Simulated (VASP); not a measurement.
# Br (Fm-3m) in VASP: a series of runs

Runs on Br. Level: r2SCAN. Tasks: single point, relaxation of cell and atoms.

All numbers are computed with VASP 6.6.1; they aren't measurements. Logs are shortened: lines on timing, memory, paths and dates and some standing lists are left out, and cuts for length are marked.

### 1 The cell of the first run

The structure is cubic, space group Fm-3m (No. 225). The conventional cell has a = 4.688 Å, b = 4.688 Å, c = 4.688 Å, α = 90.00°, β = 90.00°, γ = 90.00°. Within 4.4 Å of Br (site symmetry m-3m) lie 12 Br at 3.31 Å.

### 2 Single point, r2SCAN

Contents of POSCAR:

```
Br
1.0
    0.0000000000      2.3439286613      2.3439286613
    2.3439286613      0.0000000000      2.3439286613
    2.3439286613      2.3439286613      0.0000000000
Br
1
Direct
    0.0000000000      0.0000000000      0.0000000000
```

Contents of INCAR.step1:

```
PREC = Accurate
ENCUT = 520
ISMEAR = 0
SIGMA = 0.1
LREAL = F
LASPH = T
NELM = 60
NBANDS = 10
GGA = PE
ALGO = Normal
EDIFF = 1E-4
LWAVE = T
LCHARG = F
```

Contents of INCAR.step2:

```
PREC = Accurate
ENCUT = 520
EDIFF = 1E-7
ISMEAR = 0
SIGMA = 0.1
LREAL = F
LASPH = T
NELM = 60
ALGO = Normal
ISIF = 2
LWAVE = F
LCHARG = F
METAGGA = R2SCAN
LMIXTAU = T
NBANDS = 10
ISTART = 1
```

Contents of KPOINTS:

```
regular mesh
0
Gamma
  6 6 6
```

Potentials or basis: VASP PAW PBE potentials, release 64 (Br).

On the command line:

```console
$ cat potpaw_PBE.64/Br/POTCAR > POTCAR
$ cp INCAR.step1 INCAR
$ mpirun -np 1 vasp_std > vasp.out
$ cp INCAR.step2 INCAR
$ mpirun -np 1 vasp_std > vasp.out
```

OUTCAR:

```text
PREC = Accurate
   ENCUT = 520
   EDIFF = 1E-7
   ISMEAR = 0
   LREAL = F
   LASPH = T
   NELM = 60
   ISIF = 2
   METAGGA = R2SCAN
   ISTART = 1

 ion  position               nearest neighbor table
   1  0.000  0.000  0.000-

  LATTYP: Found a face centered cubic cell.
 ALAT       =     4.6878573226

  Lattice vectors:

 A1 = (   0.0000000000,   2.3439286613,   2.3439286613)
 A2 = (   2.3439286613,   0.0000000000,   2.3439286613)
 A3 = (   2.3439286613,   2.3439286613,   0.0000000000)

Analysis of symmetry for initial positions (statically):
=====================================================================
 Subroutine PRICEL returns:
 Original cell was already a primitive cell.

 Routine SETGRP: Setting up the symmetry group for a
 face centered cubic supercell.

 Subroutine GETGRP returns: Found 48 space group operations
 (whereof 48 operations were pure point group operations)
 out of a pool of 48 trial point group operations.

The static configuration has the point symmetry O_h .

Analysis of symmetry for dynamics (positions and initial velocities):
=====================================================================
 Subroutine PRICEL returns:
 Original cell was already a primitive cell.

 Routine SETGRP: Setting up the symmetry group for a
 face centered cubic supercell.

 Subroutine GETGRP returns: Found 48 space group operations
 (whereof 48 operations were pure point group operations)
 out of a pool of 48 trial point group operations.

The dynamic configuration has the point symmetry O_h .

 Subroutine INISYM returns: Found 48 space group operations
 (whereof 48 operations are pure point group operations),
 and found     1 'primitive' translations

----------------------------------------------------------------------------------------

                                     Primitive cell

  volume of cell :      25.7551

  direct lattice vectors                    reciprocal lattice vectors
     0.000000000  2.343928661  2.343928661    -0.213317072  0.213317072  0.213317072
     2.343928661  0.000000000  2.343928661     0.213317072 -0.213317072  0.213317072
     2.343928661  2.343928661  0.000000000     0.213317072  0.213317072 -0.213317072

  length of vectors
     3.314815702  3.314815702  3.314815702     0.369476008  0.369476008  0.369476008

  position of ions in fractional coordinates (direct lattice)
     0.000000000  0.000000000  0.000000000

  ion indices of the primitive-cell ions
   primitive index   ion index
                 1           1

----------------------------------------------------------------------------------------

 KPOINTS: regular mesh

Automatic generation of k-mesh.
 Grid dimensions read from file:
 generate k-points for:    6    6    6

 Generating k-lattice:

  Cartesian coordinates                     Fractional coordinates (reciprocal lattice)
    -0.035552845  0.035552845  0.035552845     0.166666667  0.000000000  0.000000000
     0.035552845 -0.035552845  0.035552845     0.000000000  0.166666667  0.000000000
     0.035552845  0.035552845 -0.035552845     0.000000000  0.000000000  0.166666667

  Length of vectors
     0.061579335  0.061579335  0.061579335

  Shift w.r.t. Gamma in fractional coordinates (k-lattice)
     0.000000000  0.000000000  0.000000000

 Subroutine IBZKPT returns following result:
 ===========================================

 Found     16 irreducible k-points:

 Following reciprocal coordinates:
            Coordinates               Weight
  0.000000  0.000000  0.000000      1.000000
  0.166667  0.000000  0.000000      8.000000
  0.333333  0.000000  0.000000      8.000000
  0.500000  0.000000  0.000000      4.000000
  0.166667  0.166667  0.000000      6.000000
  0.333333  0.166667  0.000000     24.000000
[... 8 lines left out ...]
 -0.333333  0.333333  0.166667     24.000000
 -0.333333  0.500000  0.166667     12.000000
   k-points           NKPTS =     16   k-points in BZ     NKDIM =     16   number of bands    NBANDS=     10
   number of dos      NEDOS =    301   number of ions     NIONS =      1
   total plane-waves  NPLWV =  21952
   dimension x,y,z NGX =    28 NGY =   28 NGZ =   28
   dimension x,y,z NGXF=    56 NGYF=   56 NGZF=   56
   ions per type =               1
   NGX,Y,Z   is equivalent  to a cutoff of  14.04, 14.04, 14.04 a.u.
   NGXF,Y,Z  is equivalent  to a cutoff of  28.09, 28.09, 28.09 a.u.
 SYSTEM =  unknown system
   PREC   = accura    normal or accurate (medium, high low for compatibility)
   ISTART =      1    job   : 0-new  1-cont  2-samecut
   ICHARG =      0    charge: 1-file 2-atom 10-const
   ISPIN  =      1    spin polarized calculation?
   LNONCOLLINEAR =      F non collinear calculations
   LSORBIT =      F    spin-orbit coupling
   LASPH  =      T    aspherical Exc in radial PAW
   ENCUT  =  520.0 eV  38.22 Ry    6.18 a.u.   6.16  6.16  6.16*2*pi/ulx,y,z
   NELM   =     60;   NELMIN=  2; NELMDL=  0     # of ELM steps
   EDIFF  = 0.1E-06   stopping-criterion for ELM
   LREAL  =      F    real-space projection
   EDIFFG = 0.1E-05   stopping-criterion for IOM
   NSW    =      0    number of steps for IOM
   IBRION =     -1    ionic relax: 0-MD 1-quasi-New 2-CG
   NFREE  =      0    steps in history (QN), initial steepest desc. (CG)
   ISIF   =      2    stress and relaxation
   ISYM   =      2    0-nonsym 1-usesym 2-fastsym
   POTIM  = 0.5000    time-step for ionic-motion
   TEBEG  =    0.0;   TEEND  =   0.0 temperature during run
   PSTRESS=    0.0 pullay stress
   NELECT =       7.0000    total number of electrons
   NUPDOWN=      -1.0000    fix difference up-down
   EMIN   =  10.00;   EMAX   =-10.00  energy-range for DOS
   EFERMI =   0.00;   METHOD = LEGACY
   ISMEAR =     0;   SIGMA  =   0.10  broadening in eV -4-tet -1-fermi 0-gaus
   EFERMI_NEDOS =   21; number of points for ismear=-14 and -15
   IALGO  =     38    algorithm
   IMIX   =      4    mixing-type and parameters
     AMIX     =   0.40;   BMIX     =  1.00
     AMIX_MAG =   1.60;   BMIX_MAG =  1.00
  volume/ion in A,a.u.               =      25.76       173.80
  Fermi-wavevector in a.u.,A,eV,Ry     =   1.060441  2.003943 15.300225  1.124535
  Thomas-Fermi vector in A             =   2.195822
   LORBIT       =      0    0 simple, 1 ext, 2 COOP (PROOUT), +10 PAW based schemes
   METAGGA = R2SCAN    functional components
   LHFCALC =     F    Hartree Fock is set to
   AEXX    =    0.0000 exact exchange contribution
   IVDW    =     0    specifies the selected vdW correction
   LEPSILON=     F    determine dielectric tensor
   LRPA    =     F    only Hartree local field effects (RPA)
 non-spin polarized calculation
 Gauss-broadening in eV      SIGMA  =   0.10
  energy-cutoff  :      520.00
  volume of cell :       25.76
 maximum number of plane-waves:       702
 NGX is ok and might be reduce to    28
   NGX = 13   NGY = 13   NGZ = 13

 number of electron       6.9999999 magnetization

 Free energy of the ion-electron system (eV)
  ---------------------------------------------------
  ext. energy  EPLUGINS =         0.00000000
  ---------------------------------------------------
  free energy    TOTEN  =       -12.57257092 eV

  energy without entropy =      -12.55978337  energy(sigma->0) =      -12.56617715

 E-fermi :   1.2914     XC(G=0):  -9.8637

 val. band max:        1.2773271340   @ k =   0.3333   0.1667   0.0000
 cond. band min:       1.6102172138   @ k =  -0.3333   0.1667   0.0000
 fundamental gap:      0.3328900798
 Fermi energy:         1.2913661104

 k-point     1 :       0.0000    0.0000    0.0000
  band No.  band energies     occupation
      1     -14.5559      2.00000
      2       2.3281      0.00000
      3       2.3281      0.00000
      4       2.3281      0.00000
      5      10.5756      0.00000
      6      14.7370      0.00000
      7      14.7370      0.00000
      8      14.7370      0.00000
      9      19.0637      0.00000
     10      19.0637      0.00000

 k-point     2 :       0.1667    0.0000    0.0000
  band No.  band energies     occupation
      1     -14.2428      2.00000
      2       0.5641      2.00000
      3       2.1370      0.00000
      4       2.1370      0.00000
      5      11.6472      0.00000
      6      14.2218      0.00000
      7      15.2162      0.00000
      8      15.2162      0.00000
      9      18.0061      0.00000
     10      18.0061      0.00000

 k-point     3 :       0.3333    0.0000    0.0000
  band No.  band energies     occupation
      1     -13.5039      2.00000
      2      -2.1365      2.00000
      3       1.7959      0.00000
      4       1.7959      0.00000
      5      11.0403      0.00000
      6      14.5859      0.00000
      7      14.5859      0.00000
      8      16.5686      0.00000
      9      19.6626      0.00000
     10      19.7662      0.00000

 k-point     4 :       0.5000    0.0000    0.0000
  band No.  band energies     occupation
      1     -13.0497      2.00000
      2      -3.3520      2.00000
      3       1.6420      0.00000
      4       1.6420      0.00000
      5      10.6320      0.00000
      6      14.0579      0.00000
      7      14.0579      0.00000
      8      17.0272      0.00000
      9      21.1952      0.00000
     10      22.6718      0.00000
[... 118 lines left out ...]
 k-point    14 :       0.5000    0.3333    0.1667
  band No.  band energies     occupation
      1     -12.9740      2.00000
      2      -1.9971      2.00000
      3      -0.2941      2.00000
      4       0.9187      2.00000
      5      11.6357      0.00000
      6      12.6902      0.00000
      7      14.5832      0.00000
      8      18.4896      0.00000
      9      19.5110      0.00000
     10      24.5911      0.00000

 k-point    15 :      -0.3333    0.3333    0.1667
  band No.  band energies     occupation
      1     -12.6535      2.00000
      2      -2.3102      2.00000
      3      -0.9290      2.00000
      4       0.5266      2.00000
      5      11.5151      0.00000
      6      13.3820      0.00000
      7      15.5372      0.00000
      8      17.0098      0.00000
      9      20.8918      0.00000
     10      24.1526      0.00000

 k-point    16 :      -0.3333    0.5000    0.1667
  band No.  band energies     occupation
      1     -12.5121      2.00000
      2      -2.2605      2.00000
      3      -0.7910      2.00000
      4      -0.1359      2.00000
      5      10.4472      0.00000
      6      12.1787      0.00000
      7      17.1818      0.00000
      8      17.7838      0.00000
      9      24.0864      0.00000
     10      24.7573      0.00000

------------------------ aborting loop because EDIFF is reached ----------------------------------------

  FORCE on cell =-STRESS in cart. coord.  units (eV):
  Direction    XX          YY          ZZ          XY          YZ          ZX
  --------------------------------------------------------------------------------------
  -------------------------------------------------------------------------------------
  Total        0.0304139      0.0304139      0.0304139      0.0000000      0.0000000     -0.0000000
  in kB        1.8919915      1.8919915      1.8919915      0.0000000      0.0000000     -0.0000000
  external PRESSURE =       1.8919915 kB  Pullay stress =       0.0000000 kB

 VOLUME and BASIS-vectors are now :
 -----------------------------------------------------------------------------
  energy-cutoff  :      520.00
  volume of cell :       25.76
      direct lattice vectors                 reciprocal lattice vectors
     0.000000000  2.343928661  2.343928661    -0.213317072  0.213317072  0.213317072
     2.343928661  0.000000000  2.343928661     0.213317072 -0.213317072  0.213317072
     2.343928661  2.343928661  0.000000000     0.213317072  0.213317072 -0.213317072

 POSITION                                       TOTAL-FORCE (eV/Angst)
 -----------------------------------------------------------------------------------
      0.00000      0.00000      0.00000         0.000000     -0.000000      0.000000
 -----------------------------------------------------------------------------------
    total drift:                               -0.000000     -0.000000     -0.000000

  FREE ENERGIE OF THE ION-ELECTRON SYSTEM (eV)
  ---------------------------------------------------
  free  energy   TOTEN  =       -12.5725709239 eV

  energy  without entropy=      -12.5597833701  energy(sigma->0) =      -12.56617715
```

It took 38 s on 1 thread of AMD EPYC 7R13, shared host; peak memory 0.13 GiB.

Results:

```yaml
Free_energy: -12.5726 eV
Pressure: 0.2 GPa
Band_gap_on_the_k_mesh: zero (an odd number of electrons rules out a gap without spin polarisation)
```

Caveat: the k points lie up to 0.39 Å⁻¹ apart, too coarse for converged energies and pressures of a metal; the PAW data sets were made with another functional, which shifts forces and pressure a little; an odd number of electrons without spin polarisation forces a metal; a magnetic or distorted state may lie lower.

(Continued in part 2 of 2.)
